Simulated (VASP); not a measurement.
Crystal: Si3N4.

```xyz
14
Lattice="7.6140 0.0000 0.0000 -3.8070 6.5939 0.0000 0.0000 0.0000 2.9123" Properties=species:S:1:pos:R:3 pbc="T T T"
Si   -1.5986    5.0632    0.7281
Si    2.4299    1.1471    2.1842
Si    0.2215    2.6779    0.7281
Si    5.4056    1.5308    2.1842
Si    1.3771    5.4468    0.7281
Si    3.5855    3.9160    2.1842
N     0.0000    4.3959    0.7281
N     3.8070    2.1980    2.1842
N     2.3969    0.1972    0.7281
N     1.0276    2.1744    2.1842
N     6.2447    1.9772    0.7281
N     1.4101    6.3967    2.1842
N     2.7794    4.4195    0.7281
N    -2.4377    4.6168    2.1842
```

Base run:

```yaml
Program: VASP 6.6.1
Functional: PBE
Potentials_or_basis: VASP PAW PBE potentials, release 64 (Si, N)
Cutoff: 520 eV
k_mesh: 4 × 4 × 9
Occupations: fermi-dirac, width 0.02 eV
Spin: no spin polarisation
```

Its results: band gap on the k mesh 4.32 eV (least direct gap 4.50 eV); pressure 4.0 GPa; largest force 0.004 eV/Å.

Task: The run is repeated on the same cell with these changes: functional from PBE to r2SCAN; further incar settings from ALGO = Normal; EDIFF = 1e-07; NBANDS = 45 to ALGO = Normal; EDIFF = 1e-08; NBANDS = 45. What comes out?

Result: Band gap on the k mesh 4.98 eV (least direct gap 5.16 eV); pressure -1.5 GPa; largest force 0.053 eV/Å.

Caveats: an odd mesh through Γ misses points on the zone boundary, where band edges can lie; the cell stands under pressure (at least some runs); the PAW data sets were made with another functional, which shifts forces and pressure a little (at least some runs).
